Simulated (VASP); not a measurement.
# Co3Si4Ni (R3) in VASP: single point with PBE

Aim: the single point of Co3Si4Ni with PBE.

Everything below comes from runs of VASP 6.6.1. Logs are shortened: lines on timing, memory, paths and dates and some standing lists are left out, and cuts for length are marked.

### Step 1. The cell of the first run

Symmetry: R3, No. 146, trigonal system. The conventional cell has a = 6.281 Å, b = 6.281 Å, c = 7.726 Å, α = 90.00°, β = 90.00°, γ = 120.00°. Within 3.1 Å of Co (site symmetry 1) lie 7 Si at 2.32 to 2.44 Å and 2 Ni at 2.71 to 2.74 Å and 4 Co at 2.73 to 2.76 Å. Si (site symmetry 1) has 5 Co at 2.32 to 2.44 Å and 2 Ni at 2.35 to 2.44 Å and 6 Si at 2.72 to 2.77 Å within 3.1 Å. Si (site symmetry 3) has 6 Co at 2.35 to 2.43 Å and 1 Ni at 2.36 Å and 6 Si at 2.72 to 2.77 Å within 3.1 Å. Ni (site symmetry 3) has 7 Si at 2.35 to 2.44 Å and 6 Co at 2.71 to 2.74 Å within 3.1 Å.

### Step 2. Single point, PBE, collinear spin, ferromagnetic start

File INCAR:

```
SYSTEM = Co3Si4Ni
PREC = Accurate ; ENCUT = 520
EDIFF = 1E-7 ; ISMEAR = 0
SIGMA = 0.1 ; LREAL = .False.
LASPH = .True. ; NELM = 150
ALGO = Normal ; ISIF = 2
LWAVE = .False. ; LCHARG = .False.
ISPIN = 2 ; MAGMOM = 3 3 3 0 0 0 0 2
LORBIT = 11 ; LMAXMIX = 4
GGA = PE ; NBANDS = 40
```

File KPOINTS:

```
regular mesh
0
Gamma
  4 4 4
  0 0 0
```

File POSCAR:

```
Co3Si4Ni
1.0
    3.1403976056      1.8131094030      2.5752351971
   -3.1403976056      1.8131094030      2.5752351971
    0.0000000000     -3.6262188059      2.5752351971
Co Si Ni
3 4 1
Direct
    0.6437060748      0.1496082969      0.8555354631
    0.8555354631      0.6437060748      0.1496082969
    0.1496082969      0.8555354631      0.6437060748
    0.3445738897      0.8425778250      0.1523068751
    0.6588946605      0.6588946605      0.6588946605
    0.1523068751      0.3445738897      0.8425778250
    0.8425778250      0.1523068751      0.3445738897
    0.3527969149      0.3527969149      0.3527969149
```

Potentials or basis: VASP PAW PBE potentials, release 64 (Co, Si, Ni).

Started as:

```bash
$ cat potpaw_PBE.64/Co/POTCAR potpaw_PBE.64/Si/POTCAR potpaw_PBE.64/Ni/POTCAR > POTCAR
$ mpirun -np 1 vasp_std > vasp.out
```

OUTCAR:

```text
SYSTEM = Co3Si4Ni
   PREC = Accurate
   ENCUT = 520
   EDIFF = 1E-7
   ISMEAR = 0
   LREAL = .False.
   LASPH = .True.
   NELM = 150
   ISIF = 2
   ISPIN = 2
   LORBIT = 11
   GGA = PE

 ion  position               nearest neighbor table
   1  0.644  0.150  0.856-   4 2.32   6 2.35   7 2.35   5 2.35   6 2.43   5 2.43   7 2.44   8 2.71
                             2 2.73   3 2.73   8 2.74   3 2.76   2 2.76
   2  0.856  0.644  0.150-   6 2.32   7 2.35   4 2.35   5 2.35   7 2.43   5 2.43   4 2.44   8 2.71
                             3 2.73   1 2.73   8 2.74   1 2.76   3 2.76
   3  0.150  0.856  0.644-   7 2.32   4 2.35   6 2.35   5 2.35   4 2.43   5 2.43   6 2.44   8 2.71
                             2 2.73   1 2.73   8 2.74   1 2.76   2 2.76
   4  0.345  0.843  0.152-   1 2.32   3 2.35   2 2.35   8 2.35   3 2.43   2 2.44   8 2.44   5 2.72
                             6 2.75   7 2.75   7 2.76   6 2.76   5 2.77
   5  0.659  0.659  0.659-   2 2.35   1 2.35   3 2.35   8 2.36   2 2.43   3 2.43   1 2.43   6 2.72
                             4 2.72   7 2.72   4 2.77   7 2.77   6 2.77
   6  0.152  0.345  0.843-   2 2.32   1 2.35   3 2.35   8 2.35   1 2.43   3 2.44   8 2.44   5 2.72
                             7 2.75   4 2.75   4 2.76   7 2.76   5 2.77
   7  0.843  0.152  0.345-   3 2.32   2 2.35   1 2.35   8 2.35   2 2.43   1 2.44   8 2.44   5 2.72
                             6 2.75   4 2.75   4 2.76   6 2.76   5 2.77
   8  0.353  0.353  0.353-   7 2.35   6 2.35   4 2.35   5 2.36   6 2.44   4 2.44   7 2.44   2 2.71
                             1 2.71   3 2.71   1 2.74   3 2.74   2 2.74

  LATTYP: Found a trigonal (rhomboedric) cell.
 ALAT       =     4.4476172440
 COS(alpha) =     0.0028868127

  Lattice vectors:

 A1 = (   3.1403976056,   1.8131094030,   2.5752351971)
 A2 = (  -3.1403976056,   1.8131094030,   2.5752351971)
 A3 = (   0.0000000000,  -3.6262188059,   2.5752351971)

Analysis of symmetry for initial positions (statically):
=====================================================================
 Subroutine PRICEL returns:
 Original cell was already a primitive cell.

 Routine SETGRP: Setting up the symmetry group for a
 trigonal (rhombohedral) supercell.

 Subroutine GETGRP returns: Found  3 space group operations
 (whereof  3 operations were pure point group operations)
 out of a pool of 12 trial point group operations.

The static configuration has the point symmetry C_3 .

Analysis of symmetry for dynamics (positions and initial velocities):
=====================================================================
 Subroutine PRICEL returns:
 Original cell was already a primitive cell.

 Routine SETGRP: Setting up the symmetry group for a
 trigonal (rhombohedral) supercell.

 Subroutine GETGRP returns: Found  3 space group operations
 (whereof  3 operations were pure point group operations)
 out of a pool of 12 trial point group operations.

The dynamic configuration has the point symmetry C_3 .

Analysis of structural, dynamic, and magnetic symmetry:
=====================================================================
 Subroutine PRICEL returns:
 Original cell was already a primitive cell.

 Routine SETGRP: Setting up the symmetry group for a
 trigonal (rhombohedral) supercell.

 Subroutine GETGRP returns: Found  3 space group operations
 (whereof  3 operations were pure point group operations)
 out of a pool of 12 trial point group operations.

The overall configuration has the point symmetry C_3 .

 Subroutine INISYM returns: Found  3 space group operations
 (whereof  3 operations are pure point group operations),
 and found     1 'primitive' translations

----------------------------------------------------------------------------------------

                                     Primitive cell

  volume of cell :      87.9785

  direct lattice vectors                    reciprocal lattice vectors
     3.140397606  1.813109403  2.575235197     0.159215508  0.091923116  0.129438015
    -3.140397606  1.813109403  2.575235197    -0.159215508  0.091923116  0.129438015
     0.000000000 -3.626218806  2.575235197     0.000000000 -0.183846233  0.129438015

  length of vectors
     4.447617244  4.447617244  4.447617244     0.224841360  0.224841360  0.224841360

  position of ions in fractional coordinates (direct lattice)
     0.643706075  0.149608297  0.855535463
     0.855535463  0.643706075  0.149608297
     0.149608297  0.855535463  0.643706075
     0.344573890  0.842577825  0.152306875
     0.658894661  0.658894661  0.658894661
     0.152306875  0.344573890  0.842577825
     0.842577825  0.152306875  0.344573890
     0.352796915  0.352796915  0.352796915

  ion indices of the primitive-cell ions
   primitive index   ion index
                 1           1
                 2           2
                 3           3
                 4           4
                 5           5
                 6           6
                 7           7
                 8           8

----------------------------------------------------------------------------------------

 KPOINTS: regular mesh

Automatic generation of k-mesh.
 Grid dimensions read from file:
 generate k-points for:    4    4    4

 Generating k-lattice:

  Cartesian coordinates                     Fractional coordinates (reciprocal lattice)
     0.039803877  0.022980779  0.032359504     0.250000000 -0.000000000  0.000000000
    -0.039803877  0.022980779  0.032359504    -0.000000000  0.250000000  0.000000000
     0.000000000 -0.045961558  0.032359504     0.000000000  0.000000000  0.250000000

  Length of vectors
     0.056210340  0.056210340  0.056210340

  Shift w.r.t. Gamma in fractional coordinates (k-lattice)
     0.000000000  0.000000000  0.000000000

 Subroutine IBZKPT returns following result:
 ===========================================

 Found     14 irreducible k-points:

 Following reciprocal coordinates:
            Coordinates               Weight
  0.000000  0.000000  0.000000      1.000000
  0.250000  0.000000  0.000000      6.000000
  0.500000  0.000000  0.000000      3.000000
  0.250000  0.250000  0.000000      6.000000
  0.500000  0.250000  0.000000      6.000000
  0.500000  0.000000 -0.250000      6.000000
 -0.250000  0.250000  0.000000      6.000000
  0.500000  0.500000  0.000000      3.000000
  0.250000  0.250000  0.250000      2.000000
  0.500000  0.250000  0.250000      6.000000
 -0.250000  0.250000  0.250000      6.000000
  0.500000  0.500000  0.250000      6.000000
 -0.250000  0.500000  0.250000      6.000000
  0.500000  0.500000  0.500000      1.000000
   k-points           NKPTS =     14   k-points in BZ     NKDIM =     14   number of bands    NBANDS=     40
   number of dos      NEDOS =    301   number of ions     NIONS =      8
   total plane-waves  NPLWV =  46656
   dimension x,y,z NGX =    36 NGY =   36 NGZ =   36
   dimension x,y,z NGXF=    72 NGYF=   72 NGZF=   72
   ions per type =               3   4   1
   NGX,Y,Z   is equivalent  to a cutoff of  13.46, 13.46, 13.46 a.u.
   NGXF,Y,Z  is equivalent  to a cutoff of  26.91, 26.91, 26.91 a.u.
 SYSTEM =  Co3Si4Ni
   PREC   = accura    normal or accurate (medium, high low for compatibility)
   ISTART =      0    job   : 0-new  1-cont  2-samecut
   ICHARG =      2    charge: 1-file 2-atom 10-const
   ISPIN  =      2    spin polarized calculation?
   LNONCOLLINEAR =      F non collinear calculations
   LSORBIT =      F    spin-orbit coupling
   LASPH  =      T    aspherical Exc in radial PAW
   ENCUT  =  520.0 eV  38.22 Ry    6.18 a.u.   8.27  8.27  8.27*2*pi/ulx,y,z
   NELM   =    150;   NELMIN=  2; NELMDL= -5     # of ELM steps
   EDIFF  = 0.1E-06   stopping-criterion for ELM
   LREAL  =      F    real-space projection
   EDIFFG = 0.1E-05   stopping-criterion for IOM
   NSW    =      0    number of steps for IOM
   IBRION =     -1    ionic relax: 0-MD 1-quasi-New 2-CG
   NFREE  =      0    steps in history (QN), initial steepest desc. (CG)
   ISIF   =      2    stress and relaxation
   ISYM   =      2    0-nonsym 1-usesym 2-fastsym
   POTIM  = 0.5000    time-step for ionic-motion
   TEBEG  =    0.0;   TEEND  =   0.0 temperature during run
   PSTRESS=    0.0 pullay stress
   NELECT =      53.0000    total number of electrons
   NUPDOWN=      -1.0000    fix difference up-down
   EMIN   =  10.00;   EMAX   =-10.00  energy-range for DOS
   EFERMI =   0.00;   METHOD = LEGACY
   ISMEAR =     0;   SIGMA  =   0.10  broadening in eV -4-tet -1-fermi 0-gaus
   EFERMI_NEDOS =   21; number of points for ismear=-14 and -15
   IALGO  =     38    algorithm
   IMIX   =      4    mixing-type and parameters
     AMIX     =   0.40;   BMIX     =  1.00
     AMIX_MAG =   1.60;   BMIX_MAG =  1.00
  volume/ion in A,a.u.               =      11.00        74.21
  Fermi-wavevector in a.u.,A,eV,Ry     =   1.382636  2.612803 26.010016  1.911682
  Thomas-Fermi vector in A             =   2.507309
   LORBIT       =     11    0 simple, 1 ext, 2 COOP (PROOUT), +10 PAW based schemes
   GGA     = PE    functional components
   LHFCALC =     F    Hartree Fock is set to
   AEXX    =    0.0000 exact exchange contribution
   IVDW    =     0    specifies the selected vdW correction
   LEPSILON=     F    determine dielectric tensor
   LRPA    =     F    only Hartree local field effects (RPA)
 spin polarized calculation
 Gauss-broadening in eV      SIGMA  =   0.10
  energy-cutoff  :      520.00
  volume of cell :       87.98
 maximum number of plane-waves:      2385
 NGX is ok and might be reduce to    36
   NGX = 17   NGY = 17   NGZ = 17

 number of electron      53.0000017 magnetization       0.0006816

 number of electron      53.0000017 magnetization      -0.0000340

 Free energy of the ion-electron system (eV)
  ---------------------------------------------------
  ext. energy  EPLUGINS =         0.00000000
  ---------------------------------------------------
  free energy    TOTEN  =       -52.87008654 eV

  energy without entropy =      -52.84904625  energy(sigma->0) =      -52.85956639

 E-fermi :  12.3417     XC(G=0): -12.7955

 val. band max:       12.3413839565   @ k =   0.5000   0.2500   0.2500
 cond. band min:      12.3737452432   @ k =  -0.2500   0.5000   0.2500
 fundamental gap:      0.0323612868
 Fermi energy:        12.3417027982

 spin component 1

 k-point     1 :       0.0000    0.0000    0.0000
  band No.  band energies     occupation
      1      -1.7421      1.00000
      2       3.7247      1.00000
      3       3.7247      1.00000
      4       3.7474      1.00000
      5       6.3473      1.00000
      6       6.4062      1.00000
[... 30 lines left out ...]
     37      17.8052      0.00000
     38      17.8090      0.00000
[... 531 lines left out ...]
     37      19.4243      0.00000
     38      19.5452      0.00000
 Fermi energy:        12.3417027982

 spin component 2

 k-point     1 :       0.0000    0.0000    0.0000
  band No.  band energies     occupation
      1      -1.7421      1.00000
      2       3.7247      1.00000
      3       3.7247      1.00000
      4       3.7474      1.00000
      5       6.3473      1.00000
      6       6.4061      1.00000
[... 30 lines left out ...]
     37      17.8052      0.00000
     38      17.8090      0.00000
[... 531 lines left out ...]
     37      19.4243      0.00000
     38      19.5452      0.00000
 [bands above 38 left out]

------------------------ aborting loop because EDIFF is reached ----------------------------------------

  FORCE on cell =-STRESS in cart. coord.  units (eV):
  Direction    XX          YY          ZZ          XY          YZ          ZX
  --------------------------------------------------------------------------------------
  -------------------------------------------------------------------------------------
  Total       -0.0694203     -0.0694203      0.0264087      0.0000000      0.0000000      0.0000000
  in kB       -1.2642137     -1.2642137      0.4809293      0.0000005      0.0000000      0.0000000
  external PRESSURE =      -0.6824994 kB  Pullay stress =       0.0000000 kB

 VOLUME and BASIS-vectors are now :
 -----------------------------------------------------------------------------
  energy-cutoff  :      520.00
  volume of cell :       87.98
      direct lattice vectors                 reciprocal lattice vectors
     3.140397606  1.813109403  2.575235197     0.159215508  0.091923116  0.129438015
    -3.140397606  1.813109403  2.575235197    -0.159215508  0.091923116  0.129438015
     0.000000000 -3.626218806  2.575235197     0.000000000 -0.183846233  0.129438015

 POSITION                                       TOTAL-FORCE (eV/Angst)
 -----------------------------------------------------------------------------------
      1.55166     -1.66399      4.24618         0.011156      0.005569      0.003606
      0.66523      2.17578      4.24618        -0.010400      0.006877      0.003606
     -2.21689     -0.51178      4.24618        -0.000755     -0.012445      0.003606
     -1.56393      1.60014      3.44942        -0.001594     -0.003130     -0.009338
      0.00000      0.00000      5.09043        -0.000000      0.000000      0.001979
     -0.60379     -2.15447      3.44942         0.003508      0.000185     -0.009338
      2.16773      0.55433      3.44942        -0.001914      0.002946     -0.009338
      0.00000      0.00000      2.72561        -0.000000      0.000000      0.015217
 -----------------------------------------------------------------------------------
    total drift:                                0.000000     -0.000003      0.000189

  FREE ENERGIE OF THE ION-ELECTRON SYSTEM (eV)
  ---------------------------------------------------
  free  energy   TOTEN  =       -52.8700865351 eV

  energy  without entropy=      -52.8490462480  energy(sigma->0) =      -52.85956639

 total charge

# of ion       s       p       d       tot
------------------------------------------
    1        0.430   0.603   7.567   8.600
    2        0.430   0.603   7.567   8.600
    3        0.430   0.603   7.567   8.600
    4        0.727   0.875   0.000   1.602
    5        0.721   0.876   0.000   1.598
    6        0.727   0.875   0.000   1.602
    7        0.727   0.875   0.000   1.602
    8        0.471   0.643   8.498   9.611
--------------------------------------------------
tot          4.665   5.951  31.200  41.816

 magnetization (x)

# of ion       s       p       d       tot
------------------------------------------
    1       -0.000   0.000   0.000   0.000
    2       -0.000   0.000   0.000   0.000
    3       -0.000   0.000   0.000   0.000
    4       -0.000  -0.000   0.000  -0.000
    5       -0.000  -0.000   0.000  -0.000
    6       -0.000  -0.000   0.000  -0.000
    7       -0.000  -0.000   0.000  -0.000
    8        0.000  -0.000  -0.000  -0.000
--------------------------------------------------
tot         -0.000  -0.000   0.000  -0.000
```

It took 1.9 min on 1 thread of Intel Xeon Platinum 8259CL at 2.50GHz (Skylake/Cascade Lake), shared host; peak memory 0.28 GiB.

What came out:

| Item | Value |
| --- | --- |
| Free energy | -52.8701 eV |
| Pressure | -0.1 GPa |
| Largest force | 0.015 eV/Å |
| Net moment | 0.00 μB per cell |
| Valence electrons inside the program's atomic spheres | Co 8.60; Si 1.60; Ni 9.61 |

Forces in eV/Å, atoms in the order of the input:
```
Co   0.011  0.006  0.004
Co  -0.010  0.007  0.004
Co  -0.001 -0.012  0.004
Si  -0.002 -0.003 -0.009
Si   0.000  0.000  0.002
Si   0.004  0.000 -0.009
Si  -0.002  0.003 -0.009
Ni   0.000  0.000  0.015
```

Stress tensor (GPa, compression positive):
```
-0.13  0.00  0.00
 0.00 -0.13  0.00
 0.00  0.00  0.05
```

Levels at points of the mesh, in eV from the Fermi level:
Spin up:
```tsv
k point	band 23	band 24	band 25	band 26	band 27	band 28	band 29	band 30
(0.00, 0.00, 0.00)	-1.25	-1.25	-0.70	-0.70	-0.49	1.68	1.91	1.91
(0.50, 0.00, 0.00)	-1.27	-1.24	-1.09	-1.04	0.33	0.42	0.84	0.87
(0.50, 0.50, 0.00)	-1.70	-1.41	-0.68	-0.62	-0.19	0.13	1.25	1.42
(0.50, 0.50, 0.50)	-1.69	-1.63	-0.97	-0.97	-0.68	-0.60	4.76	4.76
```
Spin down:
```csv
k point,band 23,band 24,band 25,band 26,band 27,band 28,band 29,band 30
"(0.00, 0.00, 0.00)",-1.25,-1.25,-0.70,-0.70,-0.49,1.68,1.91,1.91
"(0.50, 0.00, 0.00)",-1.27,-1.24,-1.09,-1.04,0.33,0.42,0.84,0.87
"(0.50, 0.50, 0.00)",-1.70,-1.41,-0.68,-0.62,-0.19,0.13,1.25,1.42
"(0.50, 0.50, 0.50)",-1.69,-1.63,-0.97,-0.97,-0.68,-0.60,4.76,4.76
```
